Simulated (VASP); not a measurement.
# Rh (I4/mmm) in VASP: further runs

Rh is run at these levels: LDA; tasks: single point.

All numbers are computed with VASP 6.6.1; they aren't measurements. Logs are shortened: lines on timing, memory, paths and dates and some standing lists are left out, and cuts for length are marked.

**1. The cell of the first run**

It takes space group I4/mmm (No. 139, tetragonal). Conventional cell: a = 2.849 Å, b = 2.849 Å, c = 2.738 Å, α = 90.00°, β = 90.00°, γ = 90.00°. Within 3.2 Å of Rh (site symmetry 4/mmm) lie 14 Rh at 2.44 to 2.85 Å.

**2. Single point, LDA (11.11 Å³/atom)**

Input file INCAR:

```
PREC = Accurate ; ENCUT = 520
EDIFF = 1E-6 ; ISMEAR = 0
SIGMA = 0.15 ; LREAL = F
LASPH = T ; NELM = 100
ALGO = Fast ; ISIF = 2
LWAVE = F ; LCHARG = F
NBANDS = 14
```

Input file KPOINTS:

```
Automatic mesh
0
Gamma
  22 22 22
```

Input file POSCAR:

```
Rh
1.0
    0.0000000000      2.0142912420      1.3691137572
    2.0142912420      0.0000000000      1.3691137572
    2.0142912420      2.0142912420      0.0000000000
Rh
1
Direct
    0.0000000000      0.0000000000      0.0000000000
```

Potentials or basis: VASP PAW LDA potentials, release 64 (Rh_pv).

Command:

```console
> cat potpaw_LDA.64/Rh_pv/POTCAR > POTCAR
> mpirun -np 1 vasp_std > vasp.out
```

OUTCAR:

```text
PREC = Accurate
   ENCUT = 520
   EDIFF = 1E-6
   ISMEAR = 0
   LREAL = F
   LASPH = T
   NELM = 100
   ISIF = 2

 ion  position               nearest neighbor table
   1  0.000  0.000  0.000-

  LATTYP: Found a body centered tetragonal cell.
 ALAT       =     2.8486379930
 C/A-ratio  =     0.9612409584

  Lattice vectors:

 A1 = (   0.0000000000,  -2.0142912420,  -1.3691137572)
 A2 = (   0.0000000000,   2.0142912420,  -1.3691137572)
 A3 = (   2.0142912420,   0.0000000000,   1.3691137572)

Analysis of symmetry for initial positions (statically):
=====================================================================
 Subroutine PRICEL returns:
 Original cell was already a primitive cell.

 Routine SETGRP: Setting up the symmetry group for a
 body centered tetragonal supercell.

 Subroutine GETGRP returns: Found 16 space group operations
 (whereof 16 operations were pure point group operations)
 out of a pool of 16 trial point group operations.

The static configuration has the point symmetry D_4h.

Analysis of symmetry for dynamics (positions and initial velocities):
=====================================================================
 Subroutine PRICEL returns:
 Original cell was already a primitive cell.

 Routine SETGRP: Setting up the symmetry group for a
 body centered tetragonal supercell.

 Subroutine GETGRP returns: Found 16 space group operations
 (whereof 16 operations were pure point group operations)
 out of a pool of 16 trial point group operations.

The dynamic configuration has the point symmetry D_4h.

 Subroutine INISYM returns: Found 16 space group operations
 (whereof 16 operations are pure point group operations),
 and found     1 'primitive' translations

----------------------------------------------------------------------------------------

                                     Primitive cell

  volume of cell :      11.1100

  direct lattice vectors                    reciprocal lattice vectors
     0.000000000  2.014291242  1.369113757    -0.248226269  0.248226269  0.365199749
     2.014291242  0.000000000  1.369113757     0.248226269 -0.248226269  0.365199749
     2.014291242  2.014291242  0.000000000     0.248226269  0.248226269 -0.365199749

  length of vectors
     2.435537248  2.435537248  2.848637993     0.506560379  0.506560379  0.506560379

  position of ions in fractional coordinates (direct lattice)
     0.000000000  0.000000000  0.000000000

  ion indices of the primitive-cell ions
   primitive index   ion index
                 1           1

----------------------------------------------------------------------------------------

 KPOINTS: Automatic mesh

Automatic generation of k-mesh.
 Grid dimensions read from file:
 generate k-points for:   22   22   22

 Generating k-lattice:

  Cartesian coordinates                     Fractional coordinates (reciprocal lattice)
    -0.011283012  0.011283012  0.016599989     0.045454545 -0.000000000  0.000000000
     0.011283012 -0.011283012  0.016599989    -0.000000000  0.045454545  0.000000000
     0.011283012  0.011283012 -0.016599989     0.000000000  0.000000000  0.045454545

  Length of vectors
     0.023025472  0.023025472  0.023025472

  Shift w.r.t. Gamma in fractional coordinates (k-lattice)
     0.000000000  0.000000000  0.000000000

 Subroutine IBZKPT returns following result:
 ===========================================

 Found    834 irreducible k-points:

 Following reciprocal coordinates:
            Coordinates               Weight
  0.000000  0.000000  0.000000      1.000000
  0.045455  0.000000  0.000000      8.000000
  0.090909  0.000000  0.000000      8.000000
  0.136364  0.000000  0.000000      8.000000
  0.181818 -0.000000  0.000000      8.000000
  0.227273 -0.000000  0.000000      8.000000
[... 16 lines left out ...]
  0.500000  0.045455  0.000000      8.000000
 -0.454545  0.045455  0.000000      8.000000
 [... further k-points ...]
   k-points           NKPTS =    834   k-points in BZ     NKDIM =    834   number of bands    NBANDS=     14
   number of dos      NEDOS =    301   number of ions     NIONS =      1
   total plane-waves  NPLWV =   7776
   dimension x,y,z NGX =    18 NGY =   18 NGZ =   24
   dimension x,y,z NGXF=    36 NGYF=   36 NGZF=   48
   ions per type =               1
   NGX,Y,Z   is equivalent  to a cutoff of  12.29, 12.29, 14.01 a.u.
   NGXF,Y,Z  is equivalent  to a cutoff of  24.57, 24.57, 28.01 a.u.
 SYSTEM =  unknown system
   PREC   = accura    normal or accurate (medium, high low for compatibility)
   ISTART =      0    job   : 0-new  1-cont  2-samecut
   ICHARG =      2    charge: 1-file 2-atom 10-const
   ISPIN  =      1    spin polarized calculation?
   LNONCOLLINEAR =      F non collinear calculations
   LSORBIT =      F    spin-orbit coupling
   LASPH  =      T    aspherical Exc in radial PAW
   ENCUT  =  520.0 eV  38.22 Ry    6.18 a.u.   4.53  4.53  5.30*2*pi/ulx,y,z
   NELM   =    100;   NELMIN=  2; NELMDL= -5     # of ELM steps
   EDIFF  = 0.1E-05   stopping-criterion for ELM
   LREAL  =      F    real-space projection
   EDIFFG = 0.1E-04   stopping-criterion for IOM
   NSW    =      0    number of steps for IOM
   IBRION =     -1    ionic relax: 0-MD 1-quasi-New 2-CG
   NFREE  =      0    steps in history (QN), initial steepest desc. (CG)
   ISIF   =      2    stress and relaxation
   ISYM   =      2    0-nonsym 1-usesym 2-fastsym
   POTIM  = 0.5000    time-step for ionic-motion
   TEBEG  =    0.0;   TEEND  =   0.0 temperature during run
   PSTRESS=    0.0 pullay stress
   NELECT =      15.0000    total number of electrons
   NUPDOWN=      -1.0000    fix difference up-down
   EMIN   =  10.00;   EMAX   =-10.00  energy-range for DOS
   EFERMI =   0.00;   METHOD = LEGACY
   ISMEAR =     0;   SIGMA  =   0.15  broadening in eV -4-tet -1-fermi 0-gaus
   EFERMI_NEDOS =   21; number of points for ismear=-14 and -15
   IALGO  =     68    algorithm
   IMIX   =      4    mixing-type and parameters
     AMIX     =   0.40;   BMIX     =  1.00
     AMIX_MAG =   1.60;   BMIX_MAG =  1.00
  volume/ion in A,a.u.               =      11.11        74.97
  Fermi-wavevector in a.u.,A,eV,Ry     =   1.809397  3.419265 44.544358  3.273918
  Thomas-Fermi vector in A             =   2.868275
   LORBIT       =      0    0 simple, 1 ext, 2 COOP (PROOUT), +10 PAW based schemes
   GGA     = CA    functional components
   LHFCALC =     F    Hartree Fock is set to
   AEXX    =    0.0000 exact exchange contribution
   IVDW    =     0    specifies the selected vdW correction
   LEPSILON=     F    determine dielectric tensor
   LRPA    =     F    only Hartree local field effects (RPA)
 non-spin polarized calculation
 RMM-DIIS sequential band-by-band and
 Gauss-broadening in eV      SIGMA  =   0.15
  energy-cutoff  :      520.00
  volume of cell :       11.11
 maximum number of plane-waves:       317
   NGX =  9   NGY =  9   NGZ = 11

 number of electron      15.0000002 magnetization

 Free energy of the ion-electron system (eV)
  ---------------------------------------------------
  ext. energy  EPLUGINS =         0.00000000
  ---------------------------------------------------
  free energy    TOTEN  =        -7.68248579 eV

  energy without entropy =       -7.66420241  energy(sigma->0) =       -7.67334410

 E-fermi :  15.8367     XC(G=0): -15.7339

 val. band max:       15.8356810466   @ k =   0.5000   0.0000   0.2727
 cond. band min:      15.8372146183   @ k =  -0.4545   0.0455   0.2273
 fundamental gap:      0.0015335717
 Fermi energy:        15.8367158072

 k-point     1 :       0.0000    0.0000    0.0000
  band No.  band energies     occupation
      1     -30.3353      2.00000
      2     -30.2201      2.00000
      3     -30.2201      2.00000
      4       6.4689      2.00000
      5      11.4220      2.00000
      6      11.8807      2.00000
      7      11.8807      2.00000
      8      14.7223      2.00000
      9      15.4918      1.99885
     10      34.0074      0.00000
     11      34.0074      0.00000
     12      35.0210      0.00000
     13      36.2367      0.00000
     14      47.4719      0.00000

 k-point     2 :       0.0455    0.0000    0.0000
  band No.  band energies     occupation
      1     -30.3553      2.00000
      2     -30.2342      2.00000
      3     -30.2309      2.00000
      4       6.5813      2.00000
      5      11.4366      2.00000
      6      11.8741      2.00000
      7      11.9082      2.00000
      8      14.7148      2.00000
      9      15.4324      1.99986
     10      34.1380      0.00000
     11      34.1867      0.00000
     12      35.1067      0.00000
     13      36.2364      0.00000
     14      46.8458      0.00000

 k-point     3 :       0.0909    0.0000    0.0000
  band No.  band energies     occupation
      1     -30.4318      2.00000
      2     -30.2620      2.00000
      3     -30.2563      2.00000
      4       6.9060      2.00000
      5      11.3732      2.00000
      6      11.8495      2.00000
      7      12.1025      2.00000
      8      14.6894      2.00000
      9      15.2963      2.00000
     10      34.4630      0.00000
     11      34.7149      0.00000
     12      35.3257      0.00000
     13      36.2365      0.00000
     14      45.3416      0.00000

 k-point     4 :       0.1364    0.0000    0.0000
  band No.  band energies     occupation
      1     -30.5724      2.00000
      2     -30.3109      2.00000
      3     -30.2694      2.00000
      4       7.3983      2.00000
      5      11.1703      2.00000
      6      11.8065      2.00000
      7      12.5366      2.00000
      8      14.6469      2.00000
      9      15.1787      2.00000
     10      34.7847      0.00000
     11      35.5560      0.00000
     12      35.5645      0.00000
     13      36.2365      0.00000
     14      44.0145      0.00000

 k-point     5 :       0.1818   -0.0000    0.0000
  band No.  band energies     occupation
      1     -30.7588      2.00000
      2     -30.3733      2.00000
      3     -30.2776      2.00000
      4       7.9596      2.00000
      5      10.8878      2.00000
      6      11.7981      2.00000
      7      13.1629      2.00000
      8      14.6236      2.00000
      9      15.1427      2.00000
     10      34.8001      0.00000
     11      35.6046      0.00000
[... 276 lines left out ...]
 k-point    22 :       0.4545    0.0455    0.0000
  band No.  band energies     occupation
      1     -31.7857      2.00000
      2     -30.7340      2.00000
      3     -30.3272      2.00000
      4       7.9203      2.00000
      5       9.5345      2.00000
      6      14.6526      2.00000
      7      15.4556      1.99967
      8      17.8595      0.00000
      9      18.0281      0.00000
     10      28.6584      0.00000
     11      30.9078      0.00000
     12      36.2394      0.00000
     13      36.6982      0.00000
     14      43.5995      0.00000

 k-point    23 :       0.5000    0.0455    0.0000
  band No.  band energies     occupation
      1     -31.8112      2.00000
      2     -30.7446      2.00000
      3     -30.3272      2.00000
      4       7.8692      2.00000
      5       9.5016      2.00000
      6      14.8684      2.00000
      7      15.3051      2.00000
      8      18.1738      0.00000
      9      18.2428      0.00000
     10      28.2654      0.00000
     11      30.7828      0.00000
     12      36.2394      0.00000
     13      36.3506      0.00000
     14      43.5321      0.00000

 k-point    24 :      -0.4545    0.0455    0.0000
  band No.  band energies     occupation
      1     -31.7788      2.00000
      2     -30.7350      2.00000
      3     -30.3260      2.00000
      4       7.9257      2.00000
      5       9.5445      2.00000
      6      14.8986      2.00000
      7      15.1280      2.00000
      8      17.8314      0.00000
      9      18.0484      0.00000
     10      28.7123      0.00000
     11      30.9625      0.00000
     12      36.2393      0.00000
     13      36.6692      0.00000
     14      43.7868      0.00000

 [... further k-points ...]

------------------------ aborting loop because EDIFF is reached ----------------------------------------

  FORCE on cell =-STRESS in cart. coord.  units (eV):
  Direction    XX          YY          ZZ          XY          YZ          ZX
  --------------------------------------------------------------------------------------
  -------------------------------------------------------------------------------------
  Total        7.2684325      7.2684325      5.7772358      0.0000000      0.0000000      0.0000000
  in kB     1048.1834124   1048.1834124    833.1373721      0.0000000      0.0000000      0.0000000
  external PRESSURE =     976.5013990 kB  Pullay stress =       0.0000000 kB

 VOLUME and BASIS-vectors are now :
 -----------------------------------------------------------------------------
  energy-cutoff  :      520.00
  volume of cell :       11.11
      direct lattice vectors                 reciprocal lattice vectors
     0.000000000  2.014291242  1.369113757    -0.248226269  0.248226269  0.365199749
     2.014291242  0.000000000  1.369113757     0.248226269 -0.248226269  0.365199749
     2.014291242  2.014291242  0.000000000     0.248226269  0.248226269 -0.365199749

 POSITION                                       TOTAL-FORCE (eV/Angst)
 -----------------------------------------------------------------------------------
      0.00000      0.00000      0.00000        -0.000000      0.000000     -0.000000
 -----------------------------------------------------------------------------------
    total drift:                                0.000000      0.000000      0.000000

  FREE ENERGIE OF THE ION-ELECTRON SYSTEM (eV)
  ---------------------------------------------------
  free  energy   TOTEN  =        -7.6824857881 eV

  energy  without entropy=       -7.6642024133  energy(sigma->0) =       -7.67334410
```

Wall time 56 s (1 thread of AMD EPYC 9R45 (Zen 5), shared host); peak memory 0.19 GiB.

Results:

```
Free energy            : -7.6825 eV
Pressure               : 97.7 GPa
Band gap on the k mesh : zero (an odd number of electrons rules out a gap without spin polarisation)
```

Caveat: the stress differs along the axes, from 83 to 105 GPa.

**3. Single point, LDA (14.64 Å³/atom)**

This run uses another cell than the first one, of 14.64 Å³/atom.

Input file INCAR:

```
ALGO     = Fast           # electronic algorithm
EDIFF    = 1E-7           # SCF threshold, eV
ENCUT    = 520            # plane-wave cutoff, eV
GGA      = CA             # functional
ISIF     = 2              # what is computed and relaxed
ISMEAR   = 0              # smearing method
LASPH    = T              # aspherical terms in the spheres
LCHARG   = T              # write CHGCAR
LELF     = T              # ELF
LREAL    = F              # projectors in reciprocal space
LVHAR    = T            
LWAVE    = F              # write WAVECAR
NBANDS   = 14             # bands
NELM     = 100            # most SCF steps
PREC     = Accurate       # precision mode
SIGMA    = 0.15           # smearing width, eV
```

Input file KPOINTS:

```
k-points
0
Gamma
  22 22 22
```

Input file POSCAR:

```
Rh
1.0
    0.0000000000      2.2081823577      1.5009015485
    2.2081823577      0.0000000000      1.5009015485
    2.2081823577      2.2081823577      0.0000000000
Rh
1
Direct
    0.0000000000      0.0000000000      0.0000000000
```

Potentials or basis: VASP PAW LDA potentials, release 64 (Rh_pv).

Command:

```console
> cat potpaw_LDA.64/Rh_pv/POTCAR > POTCAR
> mpirun -np 1 vasp_std > vasp.out
```

OUTCAR:

```text
EDIFF = 1E-7
   ENCUT = 520
   GGA = CA
   ISIF = 2
   ISMEAR = 0
   LASPH = T
   LREAL = F
   NELM = 100
   PREC = Accurate

 ion  position               nearest neighbor table
   1  0.000  0.000  0.000-

  LATTYP: Found a body centered tetragonal cell.
 ALAT       =     3.1228414385
 C/A-ratio  =     0.9612409583

  Lattice vectors:

 A1 = (   0.0000000000,  -2.2081823577,  -1.5009015485)
 A2 = (   0.0000000000,   2.2081823577,  -1.5009015485)
 A3 = (   2.2081823577,   0.0000000000,   1.5009015485)

[... 586 lines left out ...]
     14      35.3220      0.00000

 [... further k-points ...]

------------------------ aborting loop because EDIFF is reached ----------------------------------------

  FORCE on cell =-STRESS in cart. coord.  units (eV):
  Direction    XX          YY          ZZ          XY          YZ          ZX
  --------------------------------------------------------------------------------------
  -------------------------------------------------------------------------------------
  Total       -1.2838371     -1.2838371     -2.2098944      0.0000000     -0.0000000      0.0000000
  in kB     -140.5297976   -140.5297976   -241.8967491      0.0000000     -0.0000000      0.0000000
  external PRESSURE =    -174.3187814 kB  Pullay stress =       0.0000000 kB

 VOLUME and BASIS-vectors are now :
 -----------------------------------------------------------------------------
  energy-cutoff  :      520.00
  volume of cell :       14.64
      direct lattice vectors                 reciprocal lattice vectors
     0.000000000  2.208182358  1.500901548    -0.226430575  0.226430575  0.333133110
     2.208182358  0.000000000  1.500901548     0.226430575 -0.226430575  0.333133110
     2.208182358  2.208182358  0.000000000     0.226430575  0.226430575 -0.333133110

 POSITION                                       TOTAL-FORCE (eV/Angst)
 -----------------------------------------------------------------------------------
      0.00000      0.00000      0.00000         0.000000      0.000000      0.000000
 -----------------------------------------------------------------------------------
    total drift:                                0.000000     -0.000000     -0.000000

  FREE ENERGIE OF THE ION-ELECTRON SYSTEM (eV)
  ---------------------------------------------------
  free  energy   TOTEN  =        -8.2513968620 eV

  energy  without entropy=       -8.2223511215  energy(sigma->0) =       -8.23687399
```

Run time: 94 s. Hardware: 1 thread of AMD EPYC 9R45 (Zen 5), shared host; peak memory 0.22 GiB.

Results:

```
Free energy            : -8.2514 eV
Pressure               : -17.4 GPa
Band gap on the k mesh : zero (an odd number of electrons rules out a gap without spin polarisation)
```

Stress tensor (GPa, compression positive):
```
-14.05   0.00   0.00
  0.00 -14.05   0.00
  0.00   0.00 -24.19
```

Caveat: the stress differs along the axes, from -24 to -14 GPa.

(Continued in part 2 of 2.)
